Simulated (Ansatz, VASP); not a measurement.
**Cs2KBrF6 in VASP and in Ansatz**

The input POSCAR:

```
Cs2KBrF6
1.0
    0.0000000000      4.6339010000      4.6339010000
    4.6339010000      0.0000000000      4.6339010000
    4.6339010000      4.6339010000      0.0000000000
Cs K F Br
2 1 6 1
Direct
    0.2500000000      0.2500000000      0.2500000000
    0.7500000000      0.7500000000      0.7500000000
    0.5000000000      0.5000000000      0.5000000000
    0.7800000000      0.2200000000      0.2200000000
    0.2200000000      0.7800000000      0.2200000000
    0.2200000000      0.7800000000      0.7800000000
    0.7800000000      0.2200000000      0.7800000000
    0.2200000000      0.2200000000      0.7800000000
    0.7800000000      0.7800000000      0.2200000000
    0.0000000000      0.0000000000      0.0000000000
```

INCAR.step1

```
PREC = Accurate
ENCUT = 520
ISMEAR = -1
SIGMA = 0.1
LREAL = F
LASPH = T
NELM = 100
NBANDS = 49
GGA = PE
ALGO = Normal
EDIFF = 1E-4
LWAVE = T
LCHARG = F
```

File INCAR.step2:

```
PREC = Accurate
ENCUT = 520
EDIFF = 1E-7
ISMEAR = -1
SIGMA = 0.1
LREAL = F
LASPH = T
NELM = 100
ALGO = Normal
ISIF = 2
LWAVE = F
LCHARG = F
METAGGA = R2SCAN
LMIXTAU = T
NBANDS = 49
ISTART = 1
```

The input KPOINTS:

```
regular mesh
0
Gamma
  6 6 6
```

Input for Ansatz:

```yaml
crystal:
  lattice:
    - [0.0, 4.633901, 4.633901]
    - [4.633901, 0.0, 4.633901]
    - [4.633901, 4.633901, 0.0]
  atoms:
    - { symbol: Cs, position: [0.25, 0.25, 0.25] }
    - { symbol: Cs, position: [0.75, 0.75, 0.75] }
    - { symbol: K, position: [0.5, 0.5, 0.5] }
    - { symbol: F, position: [0.78, 0.22, 0.22] }
    - { symbol: F, position: [0.22, 0.78, 0.22] }
    - { symbol: F, position: [0.22, 0.78, 0.78] }
    - { symbol: F, position: [0.78, 0.22, 0.78] }
    - { symbol: F, position: [0.22, 0.22, 0.78] }
    - { symbol: F, position: [0.78, 0.78, 0.22] }
    - { symbol: Br, position: [0.0, 0.0, 0.0] }
  symmetry: { tolerance: 0.0003 }
kpoints:
  mp_grid: { grid: [6, 6, 6], shift: [0, 0, 0] }
  band_path:
    path:
      - [0.0, 0.0, 0.0]
      - [0.5, 0.0, 0.5]
      - [0.625, 0.25, 0.625]
      - [0.375, 0.375, 0.75]
      - [0.0, 0.0, 0.0]
      - [0.5, 0.5, 0.5]
      - [0.5, 0.25, 0.75]
      - [0.5, 0.0, 0.5]
    npoints: 8
magnetization:
  spin_polarized: false
scf:
  occupations: { method: fermi_dirac }
  lower_state_search: "off"
  max_iter: 200
hamiltonian:
  pseudopotentials: { kind: paw }
  xc: r2scan
basis:
  ecutwfc: 500
  fft_grid_basis: typed
output:
  forces: true
  stress: true
  eigenvalues: true
  bader: true
  populations: true
  elf: true
  write_potential: true
  volumetric_format: npy
  dos:
    e_range: [-12, 8]
    de: 0.05
    projected: { site_lists: { Br: [Br], Cs: [Cs], F: [F], K: [K] } }
checkpoint:
  read: saved_state
```

Alike in both runs: task single point; functional r2SCAN; k mesh 6 × 6 × 6; no spin polarisation.

```csv
,VASP,Ansatz
version,VASP 6.6.1,Ansatz 0.2.0
potentials or method,"VASP PAW PBE potentials, release 64 (Cs_sv, K_sv, F, Br), cutoff 520 eV",PAW plane waves
occupations,"fermi-dirac, width 0.1 eV",fermi-dirac
valence electrons in the cell,76,76
```

|  | VASP | Ansatz | Ansatz less VASP |
| --- | --- | --- | --- |
| pressure (GPa) | 5.8 | 5.9 | +0.09 |
| rms of the force components (eV/Å) | 0.945 | 0.940 | -0.0047 |

VASP's potentials were made for PBE, not for r2SCAN. Atom by atom the forces differ by 0.005 eV/Å (rms over components).

Neither program's run includes spin-orbit coupling.
